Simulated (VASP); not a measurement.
Input of a VASP 6.6.1 run:

File INCAR:

```
PREC = Accurate
ENCUT = 520
EDIFF = 1E-6
ISMEAR = 0
SIGMA = 0.15
LREAL = F
LASPH = T
NELM = 100
ALGO = Fast
ISIF = 2
LWAVE = F
LCHARG = F
GGA = PE
NBANDS = 14
```

Contents of KPOINTS:

```
regular mesh
0
Gamma
  22 22 22
```

Contents of POSCAR:

```
Rh
1.0
    0.0000000000      2.1227042559      1.5587017351
    2.1227042559      0.0000000000      1.5587017351
    2.1227042559      2.1227042559      0.0000000000
Rh
1
Direct
    0.0000000000      0.0000000000      0.0000000000
```

Potentials or basis: VASP PAW PBE potentials, release 64 (Rh_pv).

The run is started by

```console
$ cat potpaw_PBE.64/Rh_pv/POTCAR > POTCAR
$ mpirun -np 1 vasp_std > vasp.out
```

(1) What does it give for the pressure?

Answers

(1) 7.2 GPa.
